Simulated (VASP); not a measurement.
# ZnS3 (Fm-3m) in VASP: further runs, part 2 of 2

VASP 6.6.1. The steps go on from the part before.

## (4) Relaxation of cell and atoms, PBE

This run uses another cell than the first one, of 15.92 Å³/atom, 0.990 times its volume.

INCAR reads:

```
SYSTEM = ZnS3
PREC = Accurate
ENCUT = 600
EDIFF = 1E-6
ISMEAR = 0
SIGMA = 0.1
LREAL = .False.
LASPH = .True.
NELM = 80
ALGO = Normal
ISIF = 3
LWAVE = .False.
LCHARG = .False.
GGA = PE
IBRION = 2
NSW = 90
EDIFFG = -0.04
```

KPOINTS reads:

```
regular mesh
0
Gamma
  6 6 6
  0 0 0
```

POSCAR reads:

```
ZnS3
1.0
    0.0000000000      3.1696551429      3.1696551429
    3.1696551429      0.0000000000      3.1696551429
    3.1696551429      3.1696551429      0.0000000000
Zn S
1 3
Direct
    0.0000000000      0.0000000000      0.0000000000
    0.2500000000      0.2500000000      0.2500000000
    0.7500000000      0.7500000000      0.7500000000
    0.5000000000      0.5000000000      0.5000000000
```

Potentials or basis: VASP PAW PBE potentials, release 64 (Zn, S).

The run is started by

```console
> cat potpaw_PBE.64/Zn/POTCAR potpaw_PBE.64/S/POTCAR > POTCAR
> mpirun -np 1 vasp_std > vasp.out
```

OUTCAR:

```text
SYSTEM = ZnS3
   PREC = Accurate
   ENCUT = 600
   EDIFF = 1E-6
   ISMEAR = 0
   LREAL = .False.
   LASPH = .True.
   NELM = 80
   ISIF = 3
   GGA = PE
   IBRION = 2
   NSW = 90
   EDIFFG = -0.04

 ion  position               nearest neighbor table
   1  0.000  0.000  0.000-   3 2.75   3 2.75   3 2.75   2 2.75   3 2.75   2 2.75   2 2.75   2 2.75

   2  0.250  0.250  0.250-   1 2.75   1 2.75   1 2.75   1 2.75   4 2.75   4 2.75   4 2.75   4 2.75

   3  0.750  0.750  0.750-   4 2.75   4 2.75   4 2.75   1 2.75   4 2.75   1 2.75   1 2.75   1 2.75

   4  0.500  0.500  0.500-   2 2.75   2 2.75   2 2.75   2 2.75   3 2.75   3 2.75   3 2.75   3 2.75

  LATTYP: Found a face centered cubic cell.
 ALAT       =     6.3393102858

  Lattice vectors:

 A1 = (   0.0000000000,   3.1696551429,   3.1696551429)
 A2 = (   3.1696551429,   0.0000000000,   3.1696551429)
 A3 = (   3.1696551429,   3.1696551429,   0.0000000000)

Analysis of symmetry for initial positions (statically):
=====================================================================
 Subroutine PRICEL returns:
 Original cell was already a primitive cell.

 Routine SETGRP: Setting up the symmetry group for a
 face centered cubic supercell.

 Subroutine GETGRP returns: Found 48 space group operations
 (whereof 48 operations were pure point group operations)
 out of a pool of 48 trial point group operations.

The static configuration has the point symmetry O_h .

Analysis of symmetry for dynamics (positions and initial velocities):
=====================================================================
 Subroutine PRICEL returns:
 Original cell was already a primitive cell.

 Routine SETGRP: Setting up the symmetry group for a
 face centered cubic supercell.

 Subroutine GETGRP returns: Found 48 space group operations
 (whereof 48 operations were pure point group operations)
 out of a pool of 48 trial point group operations.

The dynamic configuration has the point symmetry O_h .

 Subroutine INISYM returns: Found 48 space group operations
 (whereof 48 operations are pure point group operations),
 and found     1 'primitive' translations

----------------------------------------------------------------------------------------

                                     Primitive cell

  volume of cell :      63.6892

  direct lattice vectors                    reciprocal lattice vectors
     0.000000000  3.169655143  3.169655143    -0.157745867  0.157745867  0.157745867
     3.169655143  0.000000000  3.169655143     0.157745867 -0.157745867  0.157745867
     3.169655143  3.169655143  0.000000000     0.157745867  0.157745867 -0.157745867

  length of vectors
[... 106 lines left out ...]
   LEPSILON=     F    determine dielectric tensor
   LRPA    =     F    only Hartree local field effects (RPA)
 conjugate gradient relaxation of ions
 non-spin polarized calculation
 Gauss-broadening in eV      SIGMA  =   0.10
  energy-cutoff  :      600.00
  volume of cell :       63.69
 maximum number of plane-waves:      2158
   NGX = 17   NGY = 17   NGZ = 17

--------------------------------------- Ionic step        1  -------------------------------------------

 number of electron      29.9999983 magnetization

 Free energy of the ion-electron system (eV)
  ---------------------------------------------------
  ext. energy  EPLUGINS =         0.00000000
  ---------------------------------------------------
  free energy    TOTEN  =       -10.62778695 eV

  energy without entropy =      -10.60129503  energy(sigma->0) =      -10.61454099

------------------------ aborting loop because EDIFF is reached ----------------------------------------

  FORCE on cell =-STRESS in cart. coord.  units (eV):
  Direction    XX          YY          ZZ          XY          YZ          ZX
  --------------------------------------------------------------------------------------
  -------------------------------------------------------------------------------------
  Total        0.3150378      0.3150378      0.3150378      0.0000000     -0.0000000      0.0000000
  in kB        7.9251456      7.9251456      7.9251456      0.0000000     -0.0000000      0.0000000
  external PRESSURE =       7.9251456 kB  Pullay stress =       0.0000000 kB

 VOLUME and BASIS-vectors are now :
 -----------------------------------------------------------------------------
  energy-cutoff  :      600.00
  volume of cell :       63.69
      direct lattice vectors                 reciprocal lattice vectors
     0.000000000  3.169655143  3.169655143    -0.157745867  0.157745867  0.157745867
     3.169655143  0.000000000  3.169655143     0.157745867 -0.157745867  0.157745867
     3.169655143  3.169655143  0.000000000     0.157745867  0.157745867 -0.157745867

 POSITION                                       TOTAL-FORCE (eV/Angst)
 -----------------------------------------------------------------------------------
      0.00000      0.00000      0.00000         0.000000      0.000000      0.000000
      1.58483      1.58483      1.58483        -0.000000     -0.000000     -0.000000
      4.75448      4.75448      4.75448        -0.000000      0.000000      0.000000
      3.16966      3.16966      3.16966         0.000000      0.000000      0.000000
 -----------------------------------------------------------------------------------
    total drift:                               -0.000000      0.000000      0.000000

  FREE ENERGIE OF THE ION-ELECTRON SYSTEM (eV)
  ---------------------------------------------------
  free  energy   TOTEN  =       -10.6277869527 eV

  energy  without entropy=      -10.6012950300  energy(sigma->0) =      -10.61454099

--------------------------------------- Ionic step        2  -------------------------------------------

 number of electron      29.9999989 magnetization

 Free energy of the ion-electron system (eV)
  ---------------------------------------------------
  ext. energy  EPLUGINS =         0.00000000
  ---------------------------------------------------
  free energy    TOTEN  =       -10.62947473 eV

  energy without entropy =      -10.60277229  energy(sigma->0) =      -10.61612351

 E-fermi :   6.0431     XC(G=0): -11.0924

 val. band max:        6.0398732169   @ k =  -0.3333   0.1667   0.0000
 cond. band min:       6.0477849894   @ k =   0.5000   0.1667   0.0000
 fundamental gap:      0.0079117725
 Fermi energy:         6.0430993703

 k-point     1 :       0.0000    0.0000    0.0000
  band No.  band energies     occupation
      1      -9.8411      2.00000
      2      -5.1560      2.00000
      3      -4.1379      2.00000
      4      -0.9864      2.00000
      5      -0.9864      2.00000
      6      -0.9864      2.00000
[... 329 lines left out ...]
      6      -0.6963      2.00000
[... 11 lines left out ...]
     18       9.2624      0.00000
     19      12.6263      0.00000

------------------------ aborting loop because EDIFF is reached ----------------------------------------

  FORCE on cell =-STRESS in cart. coord.  units (eV):
  Direction    XX          YY          ZZ          XY          YZ          ZX
  --------------------------------------------------------------------------------------
  -------------------------------------------------------------------------------------
  Total       -0.0098160     -0.0098160     -0.0098160      0.0000000      0.0000000     -0.0000000
  in kB       -0.2441406     -0.2441406     -0.2441406      0.0000000      0.0000000     -0.0000000
  external PRESSURE =      -0.2441406 kB  Pullay stress =       0.0000000 kB

 VOLUME and BASIS-vectors are now :
 -----------------------------------------------------------------------------
  energy-cutoff  :      600.00
  volume of cell :       64.42
      direct lattice vectors                 reciprocal lattice vectors
     0.000000000  3.181698454  3.181698454    -0.157148770  0.157148770  0.157148770
     3.181698454 -0.000000000  3.181698454     0.157148770 -0.157148770  0.157148770
     3.181698454  3.181698454 -0.000000000     0.157148770  0.157148770 -0.157148770

 POSITION                                       TOTAL-FORCE (eV/Angst)
 -----------------------------------------------------------------------------------
      0.00000      0.00000      0.00000         0.000000     -0.000000      0.000000
      1.59085      1.59085      1.59085        -0.000000     -0.000000      0.000000
      4.77255      4.77255      4.77255         0.000000      0.000000     -0.000000
      3.18170      3.18170      3.18170         0.000000     -0.000000      0.000000
 -----------------------------------------------------------------------------------
    total drift:                               -0.000000      0.000000      0.000000

  FREE ENERGIE OF THE ION-ELECTRON SYSTEM (eV)
  ---------------------------------------------------
  free  energy   TOTEN  =       -10.6294747281 eV

  energy  without entropy=      -10.6027722920  energy(sigma->0) =      -10.61612351

 reached required accuracy - stopping structural energy minimisation
```

It took 26 s on 1 thread of AMD EPYC 9R45 (Zen 5), shared host; peak memory 0.18 GiB.

What came out:

```yaml
Free_energy: -10.6295 eV
Relaxed_volume: 16.10 Å³/atom
Relaxed_cell: a = 4.500 Å, b = 4.500 Å, c = 4.500 Å, α = 60.00°, β = 60.00°, γ = 60.00°
Space_group_after_relaxing_to_0.05_Å: Fm-3m (No. 225)
Energy_gained_by_relaxing: 0.4 meV/atom
Ionic_steps: 2
Pressure_after_relaxing: 0.0 GPa
Band_gap_on_the_k_mesh: zero (band 15 reaches 6.24 eV, above the bottom of band 16 at 5.29 eV)
```

Step by step:
```csv
step,energy change (eV),largest force (eV/Å),pressure (GPa),volume (Å³)
1,0.0000,0.0000,0.79,63.69
2,-0.0017,0.0000,-0.02,64.42
```

Final structure:
```
Zn S
1.0
     0.00000    3.18170    3.18170
     3.18170    0.00000    3.18170
     3.18170    3.18170    0.00000
Zn S
1 3
Cartesian
  0.0000 0.0000 0.0000
  1.5908 1.5908 1.5908
  4.7725 4.7725 4.7725
  3.1817 3.1817 3.1817
```

## (5) Single point, PBE

INCAR reads:

```
SYSTEM = ZnS3
ALGO = Normal ; EDIFF = 1E-6
ENCUT = 520 ; GGA = PE
ISIF = 2 ; ISMEAR = 0
LASPH = .TRUE. ; LCHARG = .TRUE.
LELF = .TRUE. ; LREAL = .FALSE.
LVHAR = .TRUE. ; LWAVE = .FALSE.
NBANDS = 23 ; NELM = 100
PREC = Accurate ; SIGMA = 0.1
```

KPOINTS reads:

```
k-points
0
G
  12 12 12
  0 0 0
```

POSCAR reads:

```
ZnS3
1.0
    0.0000000000      3.1807987342      3.1807987342
    3.1807987342      0.0000000000      3.1807987342
    3.1807987342      3.1807987342      0.0000000000
Zn S
1 3
Direct
    0.0000000000      0.0000000000      0.0000000000
    0.2500000000      0.2500000000      0.2500000000
    0.7500000000      0.7500000000      0.7500000000
    0.5000000000      0.5000000000      0.5000000000
```

The run is started by

```console
> cat potpaw_PBE.64/Zn/POTCAR potpaw_PBE.64/S/POTCAR > POTCAR
> mpirun -np 1 vasp_std > vasp.out
```

Wall time 72 s (1 thread of AMD EPYC 9R45 (Zen 5), shared host); peak memory 0.22 GiB.

Results (log left out):

```
Free energy            : -10.6416 eV
Pressure               : 0.0 GPa
Band gap on the k mesh : zero (band 15 reaches 6.41 eV, above the bottom of band 16 at 5.11 eV)
```

Levels at points of the mesh, in eV from the Fermi level:
| k point | band 12 | band 13 | band 14 | band 15 | band 16 | band 17 | band 18 | band 19 |
| --- | --- | --- | --- | --- | --- | --- | --- | --- |
| (0.00, 0.00, 0.00) | -3.26 | -3.26 | -3.26 | -0.71 | -0.71 | -0.71 | 0.78 | 5.14 |
| (0.50, 0.00, 0.00) | -3.37 | -3.37 | -1.49 | 0.17 | 0.87 | 0.87 | 3.03 | 5.00 |
| (0.50, 0.50, 0.00) | -1.35 | -0.35 | -0.35 | 0.24 | 0.80 | 0.80 | 2.26 | 7.22 |

## (6) Relaxation of cell and atoms, PBE

INCAR reads:

```
PREC = Accurate ; ENCUT = 600
EDIFF = 1E-7 ; ISMEAR = 0
SIGMA = 0.1 ; LREAL = F
LASPH = T ; NELM = 80
ALGO = Normal ; ISIF = 3
LWAVE = F ; LCHARG = F
GGA = PE ; IBRION = 2
NSW = 100 ; EDIFFG = -0.01
```

KPOINTS reads:

```
Automatic mesh
0
Gamma
  12 12 12
```

POSCAR is that of step 5.

Potentials or basis: VASP PAW PBE potentials, release 64 (Zn, S).

The run is started by

```console
> cat potpaw_PBE.64/Zn/POTCAR potpaw_PBE.64/S/POTCAR > POTCAR
> mpirun -np 1 vasp_std > vasp.out
```

It took 63 s on 1 thread of AMD EPYC 9R45 (Zen 5), shared host; peak memory 0.23 GiB.

The run converged. Its results:

```yaml
Free_energy: -10.6420 eV
Pressure_after_relaxing: 0.0 GPa
Band_gap_on_the_k_mesh: zero (band 15 reaches 6.41 eV, above the bottom of band 16 at 5.11 eV)
```

Final structure:
```
Zn S
1.0
     0.00000    3.18080    3.18080
     3.18080    0.00000    3.18080
     3.18080    3.18080    0.00000
Zn S
1 3
Direct
  0.00000 0.00000 0.00000
  0.25000 0.25000 0.25000
  0.75000 0.75000 0.75000
  0.50000 0.50000 0.50000
```

Levels at points of the mesh, in eV from the Fermi level:
```
           k point  band 13  band 14  band 15  band 16  band 17  band 18
(0.00, 0.00, 0.00)    -3.26    -3.26    -0.71    -0.71    -0.71     0.78
(0.50, 0.00, 0.00)    -3.37    -1.49     0.17     0.87     0.87     3.03
(0.50, 0.50, 0.00)    -0.35    -0.35     0.24     0.80     0.80     2.26
```

Caveat: the relaxation stopped at its first step, so nothing moved.

## (7) The runs side by side

| task | cell | k mesh | cutoff (eV) | gap on the mesh (eV) | pressure (GPa) | relaxed volume (Å³/atom) |
| --- | --- | --- | --- | --- | --- | --- |
| single point | a = 4.498 Å, angles 60.0°, 4 atoms | 6 × 6 × 6 | 520 | none | 0.0 | - |
| relaxation of cell and atoms | relaxed from a = 4.823 Å, angles 60.0°, 4 atoms | 4 × 4 × 4 | 600 | none | -0.2 | 15.96 |
| relaxation of cell and atoms | relaxed from a = 4.483 Å, angles 60.0°, 4 atoms | 6 × 6 × 6 | 600 | none | 0.0 | 16.10 |
| single point | a = 4.498 Å, angles 60.0°, 4 atoms | 12 × 12 × 12 | 520 | none | 0.0 | - |
| relaxation of cell and atoms | relaxed from a = 4.498 Å, angles 60.0°, 4 atoms | 12 × 12 × 12 | 600 | none | 0.0 | - |

Alike in all rows: level PBE; potentials or basis VASP PAW PBE potentials, release 64 (Zn, S); no spin polarisation; smearing gaussian 0.1 eV.

Caveats: some runs use coarse meshes; the volume moved by over 15 % at a fixed basis, so the end points are rough (some runs); the relaxation stopped at its first step, so nothing moved (some runs).

Absolute energies hang on the potentials; compare differences alone.
